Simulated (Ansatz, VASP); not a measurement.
Two plane-wave programs on MgI2

```xyz
3
Lattice="4.1834 0.0000 0.0000 -2.0917 3.6230 0.0000 0.0000 0.0000 6.8624" Properties=species:S:1:pos:R:3 pbc="T T T"
Mg    0.0000    0.0000    0.0000
I     0.0000    2.4153    5.1116
I     2.0917    1.2077    1.7508
```

Alike in both runs: task single point; functional LDA; k mesh 6 × 6 × 4; occupations gaussian, width 0.05 eV; no spin polarisation.

|  | VASP | Ansatz |
| --- | --- | --- |
| version | VASP 6.6.1 | Ansatz 0.2.0 |
| potentials or method | VASP PAW LDA potentials, release 64 (Mg, I), cutoff 520 eV | scalar-relativistic, plane waves, PAW |
| valence electrons in the cell | 16 | 44 |

VASP gave:

| Item | Value |
| --- | --- |
| gap on the k mesh at the Fermi level (eV) | 3.18 |
| least direct gap on the mesh (eV) | 3.18 |
| pressure (GPa) | -3.0 |
| traceless stress, the component that is largest in VASP (GPa) | -0.40 |
| rms of the force components (eV/Å) | 0.274 |

Problem. Which values does Ansatz return?

Solution. gap on the k mesh at the Fermi level (eV): 3.18; least direct gap on the mesh (eV): 3.18; pressure (GPa): -2.9; traceless stress, the component that is largest in VASP (GPa): -0.41; rms of the force components (eV/Å): 0.267.

LDA's correlation is that of Perdew and Zunger in VASP and of Perdew and Wang (1992) in Ansatz. Atom by atom the forces differ by 0.007 eV/Å (rms over components). VASP's potentials hold 16 valence electrons a cell and Ansatz's 44, so a difference there can come from the potentials and not from the codes.

Spin-orbit coupling is off throughout.
